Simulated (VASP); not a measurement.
# Ni: single point with RPBE

Crystal: Ni.

```
Ni
1.0
     0.00000    2.64907    2.64907
     2.64907    0.00000    2.64907
     2.64907    2.64907    0.00000
Ni
2
Direct
  0.12500 0.12500 0.12500
  0.87500 0.87500 0.87500
```

This isn't the form of Ni at room conditions, which is fcc.

```yaml
Program: VASP 6.6.1
Task: single point
Functional: RPBE
Potentials_or_basis: VASP PAW PBE potentials, release 64 (Ni)
Cutoff: 520 eV
k_mesh: 12 × 12 × 12
Occupations: fermi-dirac, width 0.05 eV
Spin: collinear spin, ferromagnetic start
Starting_moments: "[-0.852, -0.852] μB"
Dipole_correction: no
Further_INCAR_settings: ALGO = Normal; EDIFF = 1e-06; NBANDS = 21
```

- Pressure: -4.9 GPa
- Net moment: -1.60 μB per cell
- Site moments: Ni -0.82 μB
- Valence electrons inside the program's atomic spheres: Ni 9.08

Levels at points of the mesh, in eV from the Fermi level:
Spin up:
| k point | band 5 | band 6 | band 7 | band 8 | band 9 | band 10 | band 11 | band 12 | band 13 | band 14 |
| --- | --- | --- | --- | --- | --- | --- | --- | --- | --- | --- |
| (0.00, 0.00, 0.00) | -2.05 | -2.05 | -0.73 | -0.73 | -0.73 | 0.07 | 0.07 | 10.74 | 10.74 | 10.74 |
| (0.50, 0.00, 0.00) | -1.98 | -1.98 | -1.23 | -0.50 | -0.50 | 0.00 | 0.00 | 0.88 | 7.86 | 7.86 |
| (0.50, 0.50, 0.00) | -1.83 | -1.83 | -0.95 | -0.95 | 0.12 | 0.12 | 1.25 | 1.25 | 4.18 | 4.18 |
Spin down:
| k point | band 9 | band 10 | band 11 | band 12 | band 13 | band 14 |
| --- | --- | --- | --- | --- | --- | --- |
| (0.00, 0.00, 0.00) | -1.62 | -0.83 | -0.83 | 10.64 | 10.64 | 10.64 |
| (0.50, 0.00, 0.00) | -1.16 | -0.97 | -0.97 | 0.13 | 7.80 | 7.80 |
| (0.50, 0.50, 0.00) | -0.87 | -0.87 | 0.76 | 0.76 | 4.23 | 4.23 |

It took 47 s on 1 thread of Intel(R) Xeon(R) 6975P-C (Granite Rapids) (shared host), peak memory 0.22 GiB.

Caveat: the cell stands under tension; the PAW data sets were made with another functional, which shifts forces and pressure a little.
